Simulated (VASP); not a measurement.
FeO, 2 atoms in the cell. Symmetry: Fm-3m, No. 225, cubic system. Conventional cell: a = 4.311 Å, b = 4.311 Å, c = 4.311 Å, α = 90.00°, β = 90.00°, γ = 90.00°. Within 2.9 Å of Fe (site symmetry m-3m) lie 6 O at 2.16 Å. Within 2.9 Å of O (site symmetry m-3m) lie 6 Fe at 2.16 Å. 

| Quantity | Value |
| --- | --- |
| Program | VASP 6.6.1 |
| Task | relaxation of cell and atoms |
| Functional | PBE |
| Potentials or basis | VASP PAW PBE potentials, release 64 (Fe, O) |
| Cutoff | 600 eV |
| k mesh | 11 × 11 × 11 |
| Occupations | fermi-dirac, width 0.05 eV |
| Spin | collinear spin, ferromagnetic start |
| Starting moments | [3.0, 0.0] μB |
| Hubbard terms | Fe d U = 5.0 eV |
| Dipole correction | no |
| Further INCAR settings | ALGO = Normal; EDIFF = 1e-07; IBRION = 2; EDIFFG = -0.01; NSW = 60; ISIF = 3 |

Potentials or basis: VASP PAW PBE potentials, release 64 (Fe, O).

Launch:

```console
$ cat potpaw_PBE.64/Fe/POTCAR potpaw_PBE.64/O/POTCAR > POTCAR
$ mpirun -np 1 vasp_std > vasp.out
```

Hardware: 1 thread of AMD EPYC 9R45 96-Core Processor (Zen 5), with other jobs on the host.

**Question.** How long does it take, and how much memory?

**Answer.** It took 41 s on 1 thread of AMD EPYC 9R45 96-Core Processor (Zen 5), with other jobs on the host, peak memory 0.14 GiB. Counts: scf iterations 31, k points 56, ion steps 3.
